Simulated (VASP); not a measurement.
A run of VASP 6.6.1:

The input INCAR:

```
SYSTEM = C
PREC     = Accurate       ! precision mode
ENCUT    = 600            ! plane-wave cutoff, eV
EDIFF    = 1E-6           ! SCF threshold, eV
ISMEAR   = 0              ! smearing method
SIGMA    = 0.1            ! smearing width, eV
LREAL    = .False.        ! projectors in reciprocal space
LASPH    = .True.         ! aspherical terms in the spheres
NELM     = 120            ! most SCF steps
ALGO     = Normal         ! electronic algorithm
ISIF     = 2              ! what is computed and relaxed
LWAVE    = .False.        ! write WAVECAR
LCHARG   = .False.        ! write CHGCAR
GGA      = PE             ! functional
IVDW     = 12             ! dispersion correction
NBANDS   = 11             ! bands
GGA_COMPAT= .False.
```

KPOINTS

```
Automatic mesh
0
Gamma
  8 8 8
  0 0 0
```

POSCAR

```
C
1.0
    0.0000000000      1.7834000000      1.7834000000
    1.7834000000      0.0000000000      1.7834000000
    1.7834000000      1.7834000000      0.0000000000
C
2
Direct
    0.5000000000      0.5000000000      0.5000000000
    0.7500000000      0.7500000000      0.7500000000
```

Potentials or basis: VASP PAW PBE potentials, release 64 (C).

Run with:

```bash
$ cat potpaw_PBE.64/C/POTCAR > POTCAR
$ mpirun -np 1 vasp_std > vasp.out
```

Hardware: 1 thread of AMD EPYC 7R13 Processor (Zen 3), on a shared host.

Task: Estimate the wall time of this run.

Result: Run time: 3.1 s on 1 thread of AMD EPYC 7R13 Processor (Zen 3), with other jobs on the host, peak memory 0.1 GiB. Counts: scf iterations 11, k points 29.
